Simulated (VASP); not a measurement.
Wanted: the native input for a VASP 6.6.1 run.

```
Task                   : single point
Functional             : LDA
Potentials or basis    : VASP PAW LDA potentials, release 64 (La)
Cutoff                 : 520 eV
k mesh                 : 2 × 2 × 1
Occupations            : fermi-dirac, width 0.1 eV
Spin                   : no spin polarisation
Dipole correction      : no
Further INCAR settings : ALGO = Normal; EDIFF = 1e-07; NBANDS = 30
```

The structure of La lies in POSCAR:

```
La
1.0
    3.5996230182      0.0000000000      0.0000000000
   -1.7998115091      3.1173649778      0.0000000000
    0.0000000000      0.0000000000     11.5524372057
La
4
Direct
    0.0000000000      1.0000000000      0.0000000000
    1.0000000000      1.0000000000      0.5000000000
    0.3333333333      0.6666666667      0.7500000000
    0.6666666667      0.3333333333      0.2500000000
```

The input as run:

INCAR

```
PREC     = Accurate       # precision mode
ENCUT    = 520            # plane-wave cutoff, eV
EDIFF    = 1E-7           # SCF threshold, eV
ISMEAR   = -1             # smearing method
SIGMA    = 0.1            # smearing width, eV
LREAL    = F              # projectors in reciprocal space
LASPH    = T              # aspherical terms in the spheres
NELM     = 100            # most SCF steps
ALGO     = Normal         # electronic algorithm
ISIF     = 2              # what is computed and relaxed
LWAVE    = F              # write WAVECAR
LCHARG   = F              # write CHGCAR
GGA      = CA             # functional
NBANDS   = 30             # bands
```

KPOINTS

```
Automatic mesh
0
Gamma
  2 2 1
```

Potentials or basis: VASP PAW LDA potentials, release 64 (La).

Command:

```console
$ cat potpaw_LDA.64/La/POTCAR > POTCAR
$ mpirun -np 1 vasp_std > vasp.out
```

Results of the run:

| Quantity | Value |
| --- | --- |
| Pressure | -7.4 GPa |
| Band gap on the k mesh | zero (band 22 reaches 9.68 eV, above the bottom of band 23 at 8.78 eV) |

Caveat: the k points lie up to 1.01 Å⁻¹ apart; spin-orbit coupling is left out, which moves the levels of the heavy elements.

It took 21 s on 1 thread of Intel Xeon 6975P-C (shared host), peak memory 0.2 GiB.
